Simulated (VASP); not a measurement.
# Si4HC4 in VASP: further runs

Runs on Si4HC4. Level: PBE. Tasks: single point, relaxation of the atoms.

Everything below comes from runs of VASP 6.6.1. Logs are shortened: lines on timing, memory, paths and dates and some standing lists are left out, and cuts for length are marked.

### 1 The cell of the first run

The cell holds a slab with vacuum, 9 atoms: a = 3.092 Å, b = 5.074 Å, c = 18.969 Å, α = 90.00°, β = 90.00°, γ = 90.00°.

### 2 Single point, PBE, collinear spin

Input file INCAR:

```
PREC     = Accurate       # precision mode
ENCUT    = 640            # plane-wave cutoff, eV
EDIFF    = 1E-6           # SCF threshold, eV
ISMEAR   = 0              # smearing method
SIGMA    = 0.05           # smearing width, eV
LREAL    = False          # projectors in reciprocal space
LASPH    = True           # aspherical terms in the spheres
NELM     = 300            # most SCF steps
ALGO     = Normal         # electronic algorithm
ISIF     = 2              # what is computed and relaxed
LWAVE    = False          # write WAVECAR
LCHARG   = False          # write CHGCAR
ISPIN    = 2              # spin polarisation
MAGMOM   = 0 0 0 0 0 0 0 0 1 # initial moments
LORBIT   = 11             # projections on sites
LDIPOL   = True         
IDIPOL   = 3            
DIPOL    = 0.5 0.5 0.325
GGA      = PE             # functional
NBANDS   = 30             # bands
GGA_COMPAT= False        
NELMDL   = -8           
AMIX     = 0.1          
BMIX     = 1E-4         
AMIX_MAG = 0.4          
BMIX_MAG = 1E-4         
KPAR     = 4
```

Input file KPOINTS:

```
Automatic mesh
0
Gamma
  9 5 1
```

Input file POSCAR:

```
Si4HC4
1.0
    3.0920147307      0.0000000000      0.0000000000
    0.0000000000      5.0738209340      0.0000000000
    0.0000000000      0.0000000000     18.9686857191
Si C H
4 4 1
Direct
    0.0000000000      0.9954360513      0.2108738612
    0.5000000000      0.4954360513      0.2579297186
    0.5000000000      0.9936728499      0.3565277206
    0.0000000000      0.4650509319      0.3853429995
    0.0000000000      0.6195639487      0.2108738612
    0.5000000000      0.1195639487      0.2579297186
    0.5000000000      0.6250367811      0.3569005390
    0.0000000000      0.1238202602      0.3937376490
    0.5000000000      0.7904869269      0.4927580509
```

Potentials or basis: VASP PAW PBE potentials, release 64 (Si, C, H).

The run is started by

```sh
> cat potpaw_PBE.64/Si/POTCAR potpaw_PBE.64/C/POTCAR potpaw_PBE.64/H/POTCAR > POTCAR
> mpirun -np 4 vasp_std > vasp.out
```

OUTCAR:

```text
PREC = Accurate
   ENCUT = 640
   EDIFF = 1E-6
   ISMEAR = 0
   LREAL = False
   LASPH = True
   NELM = 300
   ISIF = 2
   ISPIN = 2
   LORBIT = 11
   GGA = PE
   NELMDL = -8
   AMIX = 0.1
   AMIX_MAG = 0.4

 ion  position               nearest neighbor table
   1  0.000  0.995  0.211-   6 1.89   6 1.89   5 1.91   2 3.10   2 3.10   2 3.10   2 3.10
   2  0.500  0.495  0.258-   5 1.89   5 1.89   6 1.91   7 1.99   4 2.87   4 2.87   1 3.10   1 3.10
                             1 3.10   1 3.10   3 3.14
   3  0.500  0.994  0.357-   8 1.82   8 1.82   7 1.87   6 1.98   4 2.90   4 2.90   4 3.14   4 3.14
                             2 3.14
   4  0.000  0.465  0.385-   8 1.74   7 1.83   7 1.83   2 2.87   2 2.87   3 2.90   3 2.90   3 3.14
                             3 3.14
   5  0.000  0.620  0.211-   2 1.89   2 1.89   1 1.91
   6  0.500  0.120  0.258-   1 1.89   1 1.89   2 1.91   3 1.98
   7  0.500  0.625  0.357-   4 1.83   4 1.83   3 1.87   2 1.99
   8  0.000  0.124  0.394-   4 1.74   3 1.82   3 1.82
   9  0.500  0.790  0.493-

  LATTYP: Found a simple orthorhombic cell.
 ALAT       =     3.0920147307
 B/A-ratio  =     1.6409433253
 C/A-ratio  =     6.1347332957

  Lattice vectors:

 A1 = (   3.0920147307,   0.0000000000,   0.0000000000)
 A2 = (   0.0000000000,   5.0738209340,   0.0000000000)
 A3 = (   0.0000000000,   0.0000000000,  18.9686857191)

Analysis of symmetry for initial positions (statically):
=====================================================================
 Subroutine PRICEL returns:
 Original cell was already a primitive cell.

 Routine SETGRP: Setting up the symmetry group for a
 simple orthorhombic supercell.

 Subroutine GETGRP returns: Found  2 space group operations
 (whereof  2 operations were pure point group operations)
 out of a pool of  8 trial point group operations.

The static configuration has the point symmetry C_1h.

Analysis of symmetry for dynamics (positions and initial velocities):
=====================================================================
 Subroutine PRICEL returns:
 Original cell was already a primitive cell.

 Routine SETGRP: Setting up the symmetry group for a
 simple orthorhombic supercell.

 Subroutine GETGRP returns: Found  2 space group operations
 (whereof  2 operations were pure point group operations)
 out of a pool of  8 trial point group operations.

The dynamic configuration has the point symmetry C_1h.

Analysis of structural, dynamic, and magnetic symmetry:
=====================================================================
 Subroutine PRICEL returns:
 Original cell was already a primitive cell.

 Routine SETGRP: Setting up the symmetry group for a
 simple orthorhombic supercell.

 Subroutine GETGRP returns: Found  2 space group operations
 (whereof  2 operations were pure point group operations)
 out of a pool of  8 trial point group operations.

The overall configuration has the point symmetry C_1h.

 Subroutine INISYM returns: Found  2 space group operations
 (whereof  2 operations are pure point group operations),
 and found     1 'primitive' translations

----------------------------------------------------------------------------------------

                                     Primitive cell

  volume of cell :     297.5870

  direct lattice vectors                    reciprocal lattice vectors
     3.092014731  0.000000000  0.000000000     0.323413724  0.000000000  0.000000000
     0.000000000  5.073820934  0.000000000     0.000000000  0.197090125  0.000000000
     0.000000000  0.000000000 18.968685719     0.000000000  0.000000000  0.052718465

  length of vectors
     3.092014731  5.073820934 18.968685719     0.323413724  0.197090125  0.052718465

  position of ions in fractional coordinates (direct lattice)
     0.000000000  0.995436051  0.210873861
     0.500000000  0.495436051  0.257929719
     0.500000000  0.993672850  0.356527721
     0.000000000  0.465050932  0.385342999
     0.000000000  0.619563949  0.210873861
[... 70 lines left out ...]
   ISTART =      0    job   : 0-new  1-cont  2-samecut
   ICHARG =      2    charge: 1-file 2-atom 10-const
   ISPIN  =      2    spin polarized calculation?
   LNONCOLLINEAR =      F non collinear calculations
   LSORBIT =      F    spin-orbit coupling
   LASPH  =      T    aspherical Exc in radial PAW
   ENCUT  =  640.0 eV  47.04 Ry    6.86 a.u.   6.38 10.47 39.13*2*pi/ulx,y,z
   NELM   =    300;   NELMIN=  2; NELMDL= -8     # of ELM steps
   EDIFF  = 0.1E-05   stopping-criterion for ELM
   LREAL  =      F    real-space projection
   EDIFFG = 0.1E-04   stopping-criterion for IOM
   NSW    =      0    number of steps for IOM
   IBRION =     -1    ionic relax: 0-MD 1-quasi-New 2-CG
   NFREE  =      0    steps in history (QN), initial steepest desc. (CG)
   ISIF   =      2    stress and relaxation
   ISYM   =      2    0-nonsym 1-usesym 2-fastsym
   POTIM  = 0.5000    time-step for ionic-motion
   TEBEG  =    0.0;   TEEND  =   0.0 temperature during run
   PSTRESS=    0.0 pullay stress
   NELECT =      33.0000    total number of electrons
   NUPDOWN=      -1.0000    fix difference up-down
   EMIN   =  10.00;   EMAX   =-10.00  energy-range for DOS
   EFERMI =   0.00;   METHOD = LEGACY
   ISMEAR =     0;   SIGMA  =   0.05  broadening in eV -4-tet -1-fermi 0-gaus
   EFERMI_NEDOS =   21; number of points for ismear=-14 and -15
   IALGO  =     38    algorithm
   IMIX   =      4    mixing-type and parameters
     AMIX     =   0.10;   BMIX     =  0.00
     AMIX_MAG =   0.40;   BMIX_MAG =  0.00
  volume/ion in A,a.u.               =      33.07       223.14
  Fermi-wavevector in a.u.,A,eV,Ry     =   0.786517  1.486302  8.416688  0.618609
  Thomas-Fermi vector in A             =   1.891072
   LORBIT       =     11    0 simple, 1 ext, 2 COOP (PROOUT), +10 PAW based schemes
   GGA     = PE    functional components
   LHFCALC =     F    Hartree Fock is set to
   AEXX    =    0.0000 exact exchange contribution
   IVDW    =     0    specifies the selected vdW correction
   LEPSILON=     F    determine dielectric tensor
   LRPA    =     F    only Hartree local field effects (RPA)
 spin polarized calculation
 Gauss-broadening in eV      SIGMA  =   0.05
  energy-cutoff  :      640.00
  volume of cell :      297.59
 maximum number of plane-waves:     11015
 NGX is ok and might be reduce to    28
   NGX = 13   NGY = 21   NGZ = 79

 dipolmoment           0.000000      0.000000     -0.009611 electrons x Angstroem

 number of electron      33.0000000 magnetization       0.9999875

 dipolmoment           0.000000      0.000000      0.009881 electrons x Angstroem

 Free energy of the ion-electron system (eV)
  ---------------------------------------------------
  ext. energy  EPLUGINS =         0.00000000
  ---------------------------------------------------
  free energy    TOTEN  =       -56.26096825 eV

  energy without entropy =      -56.26096825  energy(sigma->0) =      -56.26096825

 E-fermi :  -0.9772     XC(G=0):  -4.2832

 val. band max:       -1.2357240381   @ k =   0.1111   0.0000   0.0000
 cond. band min:      -0.7386463600   @ k =   0.4444   0.4000   0.0000
 fundamental gap:      0.4970776781
 Fermi energy:        -0.9771780123

 spin component 1

 k-point     1 :       0.0000    0.0000    0.0000
  band No.  band energies     occupation
      1     -16.6123      1.00000
      2     -14.6084      1.00000
      3     -13.0802      1.00000
      4     -11.4680      1.00000
      5      -9.9097      1.00000
      6      -8.9818      1.00000
[... 454 lines left out ...]
     27       5.9773      0.00000
     28       6.3643      0.00000
 Fermi energy:        -0.9771780123

 spin component 2

 k-point     1 :       0.0000    0.0000    0.0000
  band No.  band energies     occupation
      1     -16.5888      1.00000
      2     -14.5919      1.00000
      3     -13.0519      1.00000
      4     -11.4567      1.00000
      5      -9.8916      1.00000
      6      -8.9474      1.00000
[... 454 lines left out ...]
     27       6.2803      0.00000
     28       6.6001      0.00000
 [bands above 28 left out]

------------------------ aborting loop because EDIFF is reached ----------------------------------------

 vacuum level on the upper side and lower side of the slab       (xc-potential included)         0.025        -0.093

  FORCE on cell =-STRESS in cart. coord.  units (eV):
  Direction    XX          YY          ZZ          XY          YZ          ZX
  --------------------------------------------------------------------------------------
  -------------------------------------------------------------------------------------
  Total        2.2528480     -1.2708027     -3.1635376      0.0000000      0.9077088      0.0000000
  in kB       12.1290990     -6.8418697    -17.0321572      0.0000000      4.8870097      0.0000000
  external PRESSURE =      -3.9149760 kB  Pullay stress =       0.0000000 kB

 VOLUME and BASIS-vectors are now :
 -----------------------------------------------------------------------------
  energy-cutoff  :      640.00
  volume of cell :      297.59
      direct lattice vectors                 reciprocal lattice vectors
     3.092014731  0.000000000  0.000000000     0.323413724  0.000000000  0.000000000
     0.000000000  5.073820934  0.000000000     0.000000000  0.197090125  0.000000000
     0.000000000  0.000000000 18.968685719     0.000000000  0.000000000  0.052718465

 POSITION                                       TOTAL-FORCE (eV/Angst)
 -----------------------------------------------------------------------------------
      0.00000      5.05066      4.00000         0.000000     -2.215935      2.191393
      1.54601      2.51375      4.89259         0.000000      0.724140     -2.563251
      1.54601      5.04172      6.76286         0.000000     -0.070145      0.038262
      0.00000      2.35959      7.30945         0.000000      0.209675      0.216286
      0.00000      3.14356      4.00000         0.000000      1.262826      1.400489
      1.54601      0.60665      4.89259         0.000000      0.232227     -1.039095
      1.54601      3.17132      6.76993         0.000000     -0.069089     -0.222855
      0.00000      0.62824      7.46869         0.000000     -0.074262     -0.026760
      1.54601      4.01079      9.34697         0.000000      0.000563      0.005531
 -----------------------------------------------------------------------------------
    total drift:                               -0.000000     -0.000665     -0.000333

  FREE ENERGIE OF THE ION-ELECTRON SYSTEM (eV)
  ---------------------------------------------------
  free  energy   TOTEN  =       -56.2609682461 eV

  energy  without entropy=      -56.2609682461  energy(sigma->0) =      -56.26096825

 vacuum level on the upper side and lower side of the slab         3.948         3.832

 total charge

# of ion       s       p       d       tot
------------------------------------------
    1        0.748   0.865   0.000   1.612
    2        0.709   0.920   0.000   1.630
    3        0.711   0.963   0.000   1.674
    4        0.750   0.976   0.000   1.726
    5        0.849   1.536   0.000   2.386
    6        0.851   1.630   0.000   2.481
    7        0.850   1.696   0.000   2.545
    8        0.859   1.669   0.000   2.528
    9        0.381   0.001   0.000   0.382
--------------------------------------------------
tot          6.709  10.256   0.000  16.964

 magnetization (x)

# of ion       s       p       d       tot
------------------------------------------
    1        0.003   0.013   0.000   0.016
    2        0.001   0.005   0.000   0.006
    3        0.001   0.001   0.000   0.002
    4        0.000   0.001   0.000   0.001
    5       -0.001   0.000   0.000  -0.000
    6        0.002   0.001   0.000   0.002
    7        0.002   0.018   0.000   0.020
    8        0.004   0.018   0.000   0.022
    9        0.352   0.000   0.000   0.352
--------------------------------------------------
tot          0.363   0.059   0.000   0.422
```

Wall time 9.6 min (4 MPI ranks of Intel Xeon Platinum 8175M at 2.50GHz (Skylake/Cascade Lake), shared host); peak memory 0.8 GiB.

Results:

```yaml
Free_energy: -56.2610 eV
Largest_force: 3.116 eV/Å
Band_gap_on_the_k_mesh: 0.50 eV (least direct gap 0.73 eV)
Net_moment: 1.00 μB per cell
Site_moments: Si +0.02, +0.01, +0.00 (each value once); C -0.00, +0.00, +0.02 (each value once); H +0.35 μB
Valence_electrons_inside_the_program's_atomic_spheres: Si 1.61, 1.63, 1.67, 1.73; C 2.39, 2.48, 2.54, 2.53; H 0.38
```

Forces on the atoms (eV/Å):
```
Si   0.000 -2.216  2.191
Si   0.000  0.724 -2.563
Si   0.000 -0.070  0.038
Si   0.000  0.210  0.216
C    0.000  1.263  1.400
C    0.000  0.232 -1.039
C    0.000 -0.069 -0.223
C    0.000 -0.074 -0.027
H    0.000  0.001  0.006
```

### 3 Relaxation of the atoms, PBE, collinear spin

Input file INCAR:

```
ALGO = Normal ; DIPOL = 0.5 0.5 0.318
EDIFF = 1E-6 ; EDIFFG = -0.025
ENCUT = 520 ; GGA = PE
IBRION = 2 ; IDIPOL = 3
ISIF = 2 ; ISMEAR = 0
ISPIN = 2 ; KPAR = 4
LASPH = T ; LCHARG = F
LDIPOL = T ; LORBIT = 11
LREAL = F ; LWAVE = F
MAGMOM = 0 0 0 0 0 0 0 0 1 ; NELM = 150
NSW = 36 ; PREC = Accurate
SIGMA = 0.05
```

Input file KPOINTS:

```
k-points
0
Gamma
  9 5 1
```

Input file POSCAR:

```
Si4HC4
1.0
    3.0920147307      0.0000000000      0.0000000000
    0.0000000000      5.0738209340      0.0000000000
    0.0000000000      0.0000000000     18.9686857191
Si C H
4 4 1
Selective dynamics
Direct
    0.0000000000      0.9954360513      0.2108738612  F F F
    0.5000000000      0.4954360513      0.2579297186  F F F
    0.5000000000      0.9936728499      0.3565277206  F F F
    0.0000000000      0.4650509319      0.3853429995  F F F
    0.0000000000      0.6195639487      0.2108738612  F F F
    0.5000000000      0.1195639487      0.2579297186  F F F
    0.5000000000      0.6250367811      0.3569005390  F F F
    0.0000000000      0.1238202602      0.3937376490  F F F
    0.0000000000      0.9571535936      0.4302080796  F F T
```

Potentials or basis: VASP PAW PBE potentials, release 64 (Si, C, H).

The run is started by

```sh
> cat potpaw_PBE.64/Si/POTCAR potpaw_PBE.64/C/POTCAR potpaw_PBE.64/H/POTCAR > POTCAR
> mpirun -np 4 vasp_std > vasp.out
```

It took 5.3 min on 4 MPI ranks of Intel Xeon Platinum 8488C (Sapphire Rapids), shared host; peak memory 0.59 GiB.

It converged, with:

| Quantity | Value |
| --- | --- |
| Free energy | -58.2374 eV |
| Energy gained by relaxing | 17.8 meV/atom |
| Ionic steps | 3 |
| Net moment | 0.36 μB per cell |
| Site moments | Si +0.08, +0.01, +0.03 (each value once); C -0.03, +0.01, +0.00 (each value once); H +0.01 μB |
| Valence electrons inside the program's atomic spheres | Si 1.62, 1.63, 1.69, 1.75; C 2.38, 2.48, 2.53, 2.63; H 0.58 |

The path:
| step | energy change (eV) | largest force on free atoms (eV/Å) | pressure (GPa) |
| --- | --- | --- | --- |
| 1 | 0.0000 | 2.1190 | 1.03 |
| 2 | -0.1413 | 0.6837 | 0.65 |
| 3 | -0.1603 | 0.0141 | 0.47 |

Final structure:
```
Si C H
1.0
     3.09201    0.00000    0.00000
     0.00000    5.07382    0.00000
     0.00000    0.00000   18.96869
Si C H
4 4 1
Direct
  0.00000 0.99544 0.21087
  0.50000 0.49544 0.25793
  0.50000 0.99367 0.35653
  0.00000 0.46505 0.38534
  0.00000 0.61956 0.21087
  0.50000 0.11956 0.25793
  0.50000 0.62504 0.35690
  0.00000 0.12382 0.39374
  0.00000 0.95715 0.43853
```

Levels at points of the mesh, in eV from the Fermi level:
Spin up:
```tsv
k point	band 13	band 14	band 15	band 16	band 17	band 18	band 19	band 20	band 21	band 22
(0.00, 0.00, 0.00)	-2.92	-2.30	-1.13	-0.91	-0.03	1.07	1.25	2.06	2.97	3.64
```
Spin down:
| k point | band 12 | band 13 | band 14 | band 15 | band 16 | band 17 | band 18 | band 19 | band 20 | band 21 |
| --- | --- | --- | --- | --- | --- | --- | --- | --- | --- | --- |
| (0.00, 0.00, 0.00) | -3.43 | -2.91 | -2.29 | -1.16 | -0.92 | 0.35 | 1.17 | 1.41 | 2.18 | 3.11 |

The gap in the log of VASP goes by the Fermi energy; the results here count the filled bands.